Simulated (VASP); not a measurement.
# Hf (Pm-3m) in VASP: further runs

The runs below take Hf through single point, relaxation of cell and atoms, with PBE.

All numbers are computed with VASP 6.6.1; they aren't measurements. Logs are shortened: lines on timing, memory, paths and dates and some standing lists are left out, and cuts for length are marked.

## Step 1: The cell of the first run

It takes space group Pm-3m (No. 221, cubic). Conventional cell: a = 4.194 Å, b = 4.194 Å, c = 4.194 Å, α = 90.00°, β = 90.00°, γ = 90.00°. Within 3.9 Å of Hf (site symmetry 4/mmm) lie 8 Hf at 2.97 Å.

The cell was built from a structure type or drawn by symmetry, and may not be a known phase.

## Step 2: Single point, PBE

INCAR reads:

```
SYSTEM = Hf
PREC     = Accurate       ! precision mode
ENCUT    = 520            ! plane-wave cutoff, eV
EDIFF    = 1E-6           ! SCF threshold, eV
ISMEAR   = 0              ! smearing method
SIGMA    = 0.1            ! smearing width, eV
LREAL    = .FALSE.        ! projectors in reciprocal space
LASPH    = .TRUE.         ! aspherical terms in the spheres
NELM     = 100            ! most SCF steps
ALGO     = Fast           ! electronic algorithm
ISIF     = 2              ! what is computed and relaxed
LWAVE    = .FALSE.        ! write WAVECAR
LCHARG   = .FALSE.        ! write CHGCAR
GGA      = PE             ! functional
NBANDS   = 22             ! bands
```

KPOINTS reads:

```
Automatic mesh
0
G
  4 4 4
  0 0 0
```

POSCAR reads:

```
Hf
1.0
    4.1943404700      0.0000000000      0.0000000000
    0.0000000000      4.1943404700      0.0000000000
    0.0000000000      0.0000000000      4.1943404700
Hf
3
Direct
    0.0000000000      0.5000000000      0.5000000000
    0.5000000000      0.0000000000      0.5000000000
    0.5000000000      0.5000000000      0.0000000000
```

Potentials or basis: VASP PAW PBE potentials, release 64 (Hf_pv).

Command:

```
$ cat potpaw_PBE.64/Hf_pv/POTCAR > POTCAR
$ mpirun -np 1 vasp_std > vasp.out
```

OUTCAR:

```text
SYSTEM = Hf
   PREC = Accurate
   ENCUT = 520
   EDIFF = 1E-6
   ISMEAR = 0
   LREAL = .FALSE.
   LASPH = .TRUE.
   NELM = 100
   ISIF = 2
   GGA = PE

 ion  position               nearest neighbor table
   1  0.000  0.500  0.500-   2 2.97   3 2.97   3 2.97   2 2.97   2 2.97   3 2.97   3 2.97   2 2.97

   2  0.500  0.000  0.500-   1 2.97   3 2.97   3 2.97   1 2.97   3 2.97   3 2.97   1 2.97   1 2.97

   3  0.500  0.500  0.000-   1 2.97   2 2.97   1 2.97   2 2.97   2 2.97   2 2.97   1 2.97   1 2.97

  LATTYP: Found a simple cubic cell.
 ALAT       =     4.1943404700

  Lattice vectors:

 A1 = (   4.1943404700,   0.0000000000,   0.0000000000)
 A2 = (   0.0000000000,   4.1943404700,   0.0000000000)
 A3 = (   0.0000000000,   0.0000000000,   4.1943404700)

Analysis of symmetry for initial positions (statically):
=====================================================================
 Subroutine PRICEL returns:
 Original cell was already a primitive cell.

 Routine SETGRP: Setting up the symmetry group for a
 simple cubic supercell.

 Subroutine GETGRP returns: Found 48 space group operations
 (whereof 48 operations were pure point group operations)
 out of a pool of 48 trial point group operations.

The static configuration has the point symmetry O_h .

Analysis of symmetry for dynamics (positions and initial velocities):
=====================================================================
 Subroutine PRICEL returns:
 Original cell was already a primitive cell.

 Routine SETGRP: Setting up the symmetry group for a
 simple cubic supercell.

 Subroutine GETGRP returns: Found 48 space group operations
 (whereof 48 operations were pure point group operations)
 out of a pool of 48 trial point group operations.

The dynamic configuration has the point symmetry O_h .

 Subroutine INISYM returns: Found 48 space group operations
 (whereof 48 operations are pure point group operations),
 and found     1 'primitive' translations

----------------------------------------------------------------------------------------

                                     Primitive cell

  volume of cell :      73.7889

  direct lattice vectors                    reciprocal lattice vectors
     4.194340470  0.000000000  0.000000000     0.238416506  0.000000000  0.000000000
     0.000000000  4.194340470  0.000000000     0.000000000  0.238416506  0.000000000
     0.000000000  0.000000000  4.194340470     0.000000000  0.000000000  0.238416506

  length of vectors
     4.194340470  4.194340470  4.194340470     0.238416506  0.238416506  0.238416506

  position of ions in fractional coordinates (direct lattice)
     0.000000000  0.500000000  0.500000000
     0.500000000  0.000000000  0.500000000
     0.500000000  0.500000000  0.000000000

  ion indices of the primitive-cell ions
   primitive index   ion index
                 1           1
                 2           2
                 3           3

----------------------------------------------------------------------------------------

 KPOINTS: Automatic mesh

Automatic generation of k-mesh.
 Grid dimensions read from file:
 generate k-points for:    4    4    4

 Generating k-lattice:

  Cartesian coordinates                     Fractional coordinates (reciprocal lattice)
     0.059604127  0.000000000  0.000000000     0.250000000  0.000000000  0.000000000
     0.000000000  0.059604127  0.000000000     0.000000000  0.250000000  0.000000000
     0.000000000  0.000000000  0.059604127     0.000000000  0.000000000  0.250000000

  Length of vectors
     0.059604127  0.059604127  0.059604127

  Shift w.r.t. Gamma in fractional coordinates (k-lattice)
     0.000000000  0.000000000  0.000000000

 Subroutine IBZKPT returns following result:
 ===========================================

 Found     10 irreducible k-points:

 Following reciprocal coordinates:
            Coordinates               Weight
  0.000000  0.000000  0.000000      1.000000
  0.250000  0.000000  0.000000      6.000000
  0.500000  0.000000  0.000000      3.000000
  0.250000  0.250000  0.000000     12.000000
  0.500000  0.250000  0.000000     12.000000
  0.500000  0.500000  0.000000      3.000000
  0.250000  0.250000  0.250000      8.000000
  0.500000  0.250000  0.250000     12.000000
  0.500000  0.500000  0.250000      6.000000
  0.500000  0.500000  0.500000      1.000000
   k-points           NKPTS =     10   k-points in BZ     NKDIM =     10   number of bands    NBANDS=     22
   number of dos      NEDOS =    301   number of ions     NIONS =      3
   total plane-waves  NPLWV =  32768
   dimension x,y,z NGX =    32 NGY =   32 NGZ =   32
   dimension x,y,z NGXF=    64 NGYF=   64 NGZF=   64
   ions per type =               3
   NGX,Y,Z   is equivalent  to a cutoff of  12.68, 12.68, 12.68 a.u.
   NGXF,Y,Z  is equivalent  to a cutoff of  25.37, 25.37, 25.37 a.u.
 SYSTEM =  Hf
   PREC   = accura    normal or accurate (medium, high low for compatibility)
   ISTART =      0    job   : 0-new  1-cont  2-samecut
   ICHARG =      2    charge: 1-file 2-atom 10-const
   ISPIN  =      1    spin polarized calculation?
   LNONCOLLINEAR =      F non collinear calculations
   LSORBIT =      F    spin-orbit coupling
   LASPH  =      T    aspherical Exc in radial PAW
   ENCUT  =  520.0 eV  38.22 Ry    6.18 a.u.   7.80  7.80  7.80*2*pi/ulx,y,z
   NELM   =    100;   NELMIN=  2; NELMDL= -5     # of ELM steps
   EDIFF  = 0.1E-05   stopping-criterion for ELM
   LREAL  =      F    real-space projection
   EDIFFG = 0.1E-04   stopping-criterion for IOM
   NSW    =      0    number of steps for IOM
   IBRION =     -1    ionic relax: 0-MD 1-quasi-New 2-CG
   NFREE  =      0    steps in history (QN), initial steepest desc. (CG)
   ISIF   =      2    stress and relaxation
   ISYM   =      2    0-nonsym 1-usesym 2-fastsym
   POTIM  = 0.5000    time-step for ionic-motion
   TEBEG  =    0.0;   TEEND  =   0.0 temperature during run
   PSTRESS=    0.0 pullay stress
   NELECT =      30.0000    total number of electrons
   NUPDOWN=      -1.0000    fix difference up-down
   EMIN   =  10.00;   EMAX   =-10.00  energy-range for DOS
   EFERMI =   0.00;   METHOD = LEGACY
   ISMEAR =     0;   SIGMA  =   0.10  broadening in eV -4-tet -1-fermi 0-gaus
   EFERMI_NEDOS =   21; number of points for ismear=-14 and -15
   IALGO  =     68    algorithm
   IMIX   =      4    mixing-type and parameters
     AMIX     =   0.40;   BMIX     =  1.00
     AMIX_MAG =   1.60;   BMIX_MAG =  1.00
  volume/ion in A,a.u.               =      24.60       165.98
  Fermi-wavevector in a.u.,A,eV,Ry     =   1.212788  2.291837 20.012195  1.470855
  Thomas-Fermi vector in A             =   2.348261
   LORBIT       =      0    0 simple, 1 ext, 2 COOP (PROOUT), +10 PAW based schemes
   GGA     = PE    functional components
   LHFCALC =     F    Hartree Fock is set to
   AEXX    =    0.0000 exact exchange contribution
   IVDW    =     0    specifies the selected vdW correction
   LEPSILON=     F    determine dielectric tensor
   LRPA    =     F    only Hartree local field effects (RPA)
 non-spin polarized calculation
 RMM-DIIS sequential band-by-band and
 Gauss-broadening in eV      SIGMA  =   0.10
  energy-cutoff  :      520.00
  volume of cell :       73.79
 maximum number of plane-waves:      2008
 NGX is ok and might be reduce to    32
   NGX = 15   NGY = 15   NGZ = 15

 number of electron      29.9999995 magnetization

 Free energy of the ion-electron system (eV)
  ---------------------------------------------------
  ext. energy  EPLUGINS =         0.00000000
  ---------------------------------------------------
  free energy    TOTEN  =       -27.12338622 eV

  energy without entropy =      -27.07122977  energy(sigma->0) =      -27.09730800

 E-fermi :   3.8162     XC(G=0): -10.6749

 val. band max:        3.7963146774   @ k =   0.5000   0.2500   0.0000
 cond. band min:       3.8177616957   @ k =   0.5000   0.2500   0.2500
 fundamental gap:      0.0214470183
 Fermi energy:         3.8161870956

 k-point     1 :       0.0000    0.0000    0.0000
  band No.  band energies     occupation
      1     -26.9067      2.00000
      2     -26.9067      2.00000
      3     -26.9067      2.00000
      4     -26.3468      2.00000
      5     -26.3468      2.00000
      6     -26.3468      2.00000
[... 14 lines left out ...]
     21       8.0706      0.00000
     22       8.0706      0.00000

 k-point     2 :       0.2500    0.0000    0.0000
  band No.  band energies     occupation
      1     -26.8307      2.00000
      2     -26.8307      2.00000
      3     -26.7881      2.00000
      4     -26.3774      2.00000
      5     -26.3774      2.00000
      6     -26.3579      2.00000
[... 14 lines left out ...]
     21       8.2098      0.00000
     22       8.2992      0.00000

 k-point     3 :       0.5000    0.0000    0.0000
  band No.  band energies     occupation
      1     -26.7238      2.00000
      2     -26.7238      2.00000
      3     -26.5508      2.00000
      4     -26.4393      2.00000
      5     -26.4393      2.00000
      6     -26.3690      2.00000
[... 14 lines left out ...]
     21       6.3053      0.00000
     22       7.3759      0.00000

 k-point     4 :       0.2500    0.2500    0.0000
  band No.  band energies     occupation
      1     -26.8751      2.00000
      2     -26.7502      2.00000
      3     -26.6253      2.00000
      4     -26.5344      2.00000
      5     -26.3924      2.00000
      6     -26.2464      2.00000
[... 14 lines left out ...]
     21       7.9978      0.00000
     22       8.1941      0.00000

 k-point     5 :       0.5000    0.2500    0.0000
  band No.  band energies     occupation
      1     -26.7556      2.00000
      2     -26.7554      2.00000
      3     -26.6291      2.00000
      4     -26.4590      2.00000
      5     -26.4384      2.00000
      6     -26.4116      2.00000
[... 67 lines left out ...]
 k-point     8 :       0.5000    0.2500    0.2500
  band No.  band energies     occupation
      1     -26.9493      2.00000
      2     -26.7707      2.00000
      3     -26.7255      2.00000
      4     -26.6145      2.00000
      5     -26.3593      2.00000
      6     -26.1695      2.00000
[... 14 lines left out ...]
     21       7.3249      0.00000
     22       7.3361      0.00000

 k-point     9 :       0.5000    0.5000    0.2500
  band No.  band energies     occupation
      1     -27.0333      2.00000
      2     -26.8697      2.00000
      3     -26.7460      2.00000
      4     -26.7460      2.00000
      5     -26.1469      2.00000
      6     -26.1469      2.00000
[... 14 lines left out ...]
     21       7.0716      0.00000
     22       7.4437      0.00000

 k-point    10 :       0.5000    0.5000    0.5000
  band No.  band energies     occupation
      1     -27.1878      2.00000
      2     -26.8682      2.00000
      3     -26.8682      2.00000
      4     -26.8682      2.00000
      5     -26.0211      2.00000
      6     -26.0211      2.00000
[... 14 lines left out ...]
     21       7.0761      0.00000
     22       7.0761      0.00000

------------------------ aborting loop because EDIFF is reached ----------------------------------------

  FORCE on cell =-STRESS in cart. coord.  units (eV):
  Direction    XX          YY          ZZ          XY          YZ          ZX
  --------------------------------------------------------------------------------------
  -------------------------------------------------------------------------------------
  Total        1.9435986      1.9435986      1.9435986     -0.0000000     -0.0000000     -0.0000000
  in kB       42.2013282     42.2013282     42.2013282     -0.0000000     -0.0000000     -0.0000000
  external PRESSURE =      42.2013282 kB  Pullay stress =       0.0000000 kB

 VOLUME and BASIS-vectors are now :
 -----------------------------------------------------------------------------
  energy-cutoff  :      520.00
  volume of cell :       73.79
      direct lattice vectors                 reciprocal lattice vectors
     4.194340470  0.000000000  0.000000000     0.238416506  0.000000000  0.000000000
     0.000000000  4.194340470  0.000000000     0.000000000  0.238416506  0.000000000
     0.000000000  0.000000000  4.194340470     0.000000000  0.000000000  0.238416506

 POSITION                                       TOTAL-FORCE (eV/Angst)
 -----------------------------------------------------------------------------------
      0.00000      2.09717      2.09717         0.000000      0.000000      0.000000
      2.09717      0.00000      2.09717         0.000000      0.000000      0.000000
      2.09717      2.09717      0.00000         0.000000      0.000000      0.000000
 -----------------------------------------------------------------------------------
    total drift:                                0.000000     -0.000000     -0.000000

  FREE ENERGIE OF THE ION-ELECTRON SYSTEM (eV)
  ---------------------------------------------------
  free  energy   TOTEN  =       -27.1233862242 eV

  energy  without entropy=      -27.0712297670  energy(sigma->0) =      -27.09730800
```

Wall time 8.8 s (1 thread of Intel Xeon Platinum 8559C (Emerald Rapids), shared host); peak memory 0.17 GiB.

Results:

| Item | Value |
| --- | --- |
| Free energy | -27.1234 eV |
| Pressure | 4.2 GPa |
| Band gap on the k mesh | zero (bands 15 and 16 overlap by 2.79 eV) |

Caveat: the k points lie up to 0.37 Å⁻¹ apart, too coarse for converged energies and pressures of a metal; spin-orbit coupling is left out, which moves the levels of the heavy elements.

## Step 3: Single point, PBE

This run uses another cell than the first one, of 26.12 Å³/atom.

INCAR reads:

```
SYSTEM = Hf
PREC = Accurate ; ENCUT = 520
EDIFF = 1E-7 ; ISMEAR = 0
SIGMA = 0.1 ; LREAL = .FALSE.
LASPH = .TRUE. ; NELM = 60
ALGO = Fast ; ISIF = 2
LWAVE = .FALSE. ; LCHARG = .FALSE.
GGA = PE ; NBANDS = 22
```

KPOINTS is that of step 2.

POSCAR reads:

```
Hf
1.0
    4.2794099307      0.0000000000      0.0000000000
    0.0000000000      4.2794099307      0.0000000000
    0.0000000000      0.0000000000      4.2794099307
Hf
3
Direct
    0.0000000000      0.5000000000      0.5000000000
    0.5000000000      0.0000000000      0.5000000000
    0.5000000000      0.5000000000      0.0000000000
```

Potentials or basis: VASP PAW PBE potentials, release 64 (Hf_pv).

Command:

```
$ cat potpaw_PBE.64/Hf_pv/POTCAR > POTCAR
$ mpirun -np 1 vasp_std > vasp.out
```

It took 14 s on 1 thread of Intel Xeon Platinum 8559C (Emerald Rapids), shared host; peak memory 0.17 GiB.

The run converged. Its results:

```
Free energy            : -27.1770 eV
Pressure               : -0.4 GPa
Band gap on the k mesh : zero (bands 15 and 16 overlap by 2.59 eV)
```

Levels at points of the mesh, in eV from the Fermi level:
```csv
k point,band 12,band 13,band 14,band 15,band 16,band 17,band 18,band 19
"(0.00, 0.00, 0.00)",-1.74,-1.74,-1.34,-1.34,-1.34,3.59,3.59,3.59
"(0.50, 0.00, 0.00)",-1.82,-0.86,-0.03,-0.03,0.28,1.06,1.06,1.92
"(0.50, 0.50, 0.00)",-1.83,-1.09,-0.17,0.04,0.14,0.14,1.31,1.31
"(0.50, 0.50, 0.50)",-2.79,-2.40,1.24,1.24,1.24,1.36,1.79,1.79
```

Caveat: the k points lie up to 0.37 Å⁻¹ apart, too coarse for converged energies and pressures of a metal; spin-orbit coupling is left out, which moves the levels of the heavy elements.

## Step 4: Relaxation of cell and atoms, PBE

INCAR reads:

```
  PREC = Accurate
  ENCUT = 600
  EDIFF = 1E-7
  ISMEAR = 0
  SIGMA = 0.1
  LREAL = False
  LASPH = True
  NELM = 80
  ALGO = Normal
  ISIF = 3
  LWAVE = False
  LCHARG = False
  GGA = PE
  IBRION = 2
  NSW = 90
  EDIFFG = -0.04
```

KPOINTS reads:

```
Automatic mesh
0
Gamma
  4 4 4
```

POSCAR reads:

```
Hf
1.0
    4.1943404700      0.0000000000      0.0000000000
    0.0000000000      4.1943404700      0.0000000000
    0.0000000000      0.0000000000      4.1943404700
Hf
3
Direct
    0.0000000000      0.5000000000      0.5000000000
    0.5000000000      0.0000000000      0.5000000000
    0.5000000000      0.5000000000      0.0000000000
```

Command:

```
$ cat potpaw_PBE.64/Hf_pv/POTCAR > POTCAR
$ mpirun -np 1 vasp_std > vasp.out
```

Wall time 36 s (1 thread of Intel Xeon Platinum 8559C (Emerald Rapids), shared host); peak memory 0.21 GiB.

The run converged. Its results:

```
Free energy                           : -27.1773 eV
Relaxed volume                        : 25.99 Å³/atom
Relaxed cell                          : a = 4.272 Å, b = 4.272 Å, c = 4.272 Å, α = 90.00°, β = 90.00°, γ = 90.00°
Space group after relaxing (to 0.1 Å) : Pm-3m (No. 221)
Energy gained by relaxing             : 17.8 meV/atom
Ionic steps                           : 3
Pressure after relaxing               : 0.0 GPa
Band gap on the k mesh                : zero (bands 15 and 16 overlap by 2.60 eV)
```

The path:
```tsv
step	energy change (eV)	largest force (eV/Å)	pressure (GPa)	volume (Å³)
1	0.0000	0.0000	4.25	73.79
2	-0.0289	0.0000	-2.58	80.97
3	-0.0535	0.0000	0.00	77.98
```

Final structure:
```yaml
crystal:
  lattice:
    - [4.27230, 0.00000, 0.00000]
    - [0.00000, 4.27230, 0.00000]
    - [0.00000, 0.00000, 4.27230]
  atoms:
    - { symbol: Hf, position: [0.00000, 0.50000, 0.50000] }
    - { symbol: Hf, position: [0.50000, 0.00000, 0.50000] }
    - { symbol: Hf, position: [0.50000, 0.50000, 0.00000] }
```

Levels at points of the mesh, in eV from the Fermi level:
```tsv
k point	band 11	band 12	band 13	band 14	band 15	band 16	band 17	band 18	band 19
(0.00, 0.00, 0.00)	-3.21	-1.75	-1.75	-1.36	-1.36	-1.36	3.61	3.61	3.61
(0.50, 0.00, 0.00)	-2.99	-1.83	-0.87	-0.04	-0.04	0.29	1.07	1.07	1.93
(0.50, 0.50, 0.00)	-2.41	-1.82	-1.09	-0.17	0.03	0.14	0.14	1.32	1.32
(0.50, 0.50, 0.50)	-2.80	-2.80	-2.42	1.25	1.25	1.25	1.38	1.81	1.81
```

Caveat: the k points lie up to 0.37 Å⁻¹ apart in the final cell, too coarse for converged energies and pressures of a metal; spin-orbit coupling is left out, which moves the levels of the heavy elements.

## Step 5: Summary

| task | cell | cutoff (eV) | gap on the mesh (eV) | pressure (GPa) |
| --- | --- | --- | --- | --- |
| single point | a = 4.194 Å, 3 atoms | 520 | none | 4.2 |
| single point | a = 4.279 Å, 3 atoms | 520 | none | -0.4 |
| relaxation of cell and atoms | relaxed from a = 4.194 Å, 3 atoms | 600 | none | 0.0 |

Alike in all rows: level PBE; potentials or basis VASP PAW PBE potentials, release 64 (Hf_pv); no spin polarisation; k mesh 4 × 4 × 4; smearing gaussian 0.1 eV.

Caveats: all runs use coarse meshes; spin-orbit coupling is left out, which moves the levels of the heavy elements.

Absolute energies hang on the potentials; compare differences alone.
